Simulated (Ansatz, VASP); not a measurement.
## Two plane-wave programs on Sr

File INCAR:

```
  PREC = Accurate
  ENCUT = 520
  EDIFF = 1E-6
  ISMEAR = 0
  SIGMA = 0.15
  LREAL = False
  LASPH = True
  NELM = 100
  ALGO = Fast
  ISIF = 2
  LWAVE = False
  LCHARG = True
  GGA = CA
  LELF = True
  LVHAR = True
  NBANDS = 17
```

The input KPOINTS:

```
regular mesh
0
Gamma
  12 12 8
```

POSCAR

```
Sr
1.0
    4.3896263337      0.0000000000      0.0000000000
   -2.1948131669      3.5528298300      0.0000000000
    0.0000000000      0.0000000000      6.7154259278
Sr
2
Direct
    0.2195721696      0.6666666667      0.2500000000
    0.7804278304      0.3333333333      0.7500000000
```

Input for Ansatz:

```yaml
crystal:
  lattice:
    - [4.3896263337, 0.0, 0.0]
    - [-2.1948131669, 3.55282983, 0.0]
    - [0.0, 0.0, 6.7154259278]
  atoms:
    - { symbol: Sr, position: [0.2195721696, 0.6666666667, 0.25] }
    - { symbol: Sr, position: [0.7804278304, 0.3333333333, 0.75] }
basis:
  ecutwfc: 420
kpoints:
  mp_grid: { grid: [12, 12, 8] }
hamiltonian:
  xc: lda
scf:
  occupations: { method: gaussian, width: 0.15 }
output:
  forces: true
  stress: true
  eigenvalues: true
```

Change from the starting cell: mode 4 frozen in at -0.467 Å, normal strain along x +0.0700.

Alike in both runs: task single point; functional LDA; k mesh 12 × 12 × 8; occupations gaussian, width 0.15 eV; no spin polarisation.

|  | VASP | Ansatz |
| --- | --- | --- |
| version | VASP 6.6.1 | Ansatz 0.2.0 |
| potentials or method | VASP PAW LDA potentials, release 64 (Sr_sv), cutoff 520 eV | scalar-relativistic, plane waves, PAW |
| valence electrons in the cell | 20 | 20 |

Ansatz gave:

| Property | Result |
| --- | --- |
| gap on the k mesh at the Fermi level (eV) | none |
| pressure (GPa) | -0.7 |
| traceless stress, the component that is largest in VASP (GPa) | 1.57 |
| rms of the force components (eV/Å) | 0.198 |

Task: Estimate VASP's values.

Result: gap on the k mesh at the Fermi level (eV): none; pressure (GPa): -0.7; traceless stress, the component that is largest in VASP (GPa): 1.57; rms of the force components (eV/Å): 0.199.

LDA's correlation is that of Perdew and Zunger in VASP and of Perdew and Wang (1992) in Ansatz. Atom by atom the forces differ by 0.001 eV/Å (rms over components). A gap of «none» marks a metal or a gap that the smearing closes.
